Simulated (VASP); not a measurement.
Crystal: C.

```
C
1.0
     1.22803    0.70900    3.34701
    -1.22803    0.70900    3.34701
     0.00000   -1.41801    3.34701
C
2
Direct
  0.83600 0.83600 0.83600
  0.16400 0.16400 0.16400
```

| Property | Result |
| --- | --- |
| Program | VASP 6.6.1 |
| Task | relaxation of the atoms |
| Functional | PBE |
| Dispersion | D3(BJ) |
| Potentials or basis | VASP PAW PBE potentials, release 64 (C) |
| Cutoff | 520 eV |
| k mesh | 12 × 12 × 12 |
| Occupations | gaussian, width 0.02 eV |
| Spin | no spin polarisation |

At the start: pressure 3.5 GPa; volume 8.74 Å³/atom.

Task: Where does the relaxation end?

Result: Over 3 steps the energy falls by 11.1 meV/atom; space group R-3m (No. 166, to 0.1 Å) before and after.

Step by step:
```tsv
step	energy change (eV)	largest force (eV/Å)	pressure (GPa)
1	0.0000	0.8548	3.55
2	-0.0145	0.5039	3.70
3	-0.0222	0.0004	3.74
```

Final structure:
```
C
1.0
     1.22803    0.70900    3.34701
    -1.22803    0.70900    3.34701
     0.00000   -1.41801    3.34701
C
2
Cartesian
  0.0000 0.0000 8.3684
  0.0000 0.0000 1.6727
```
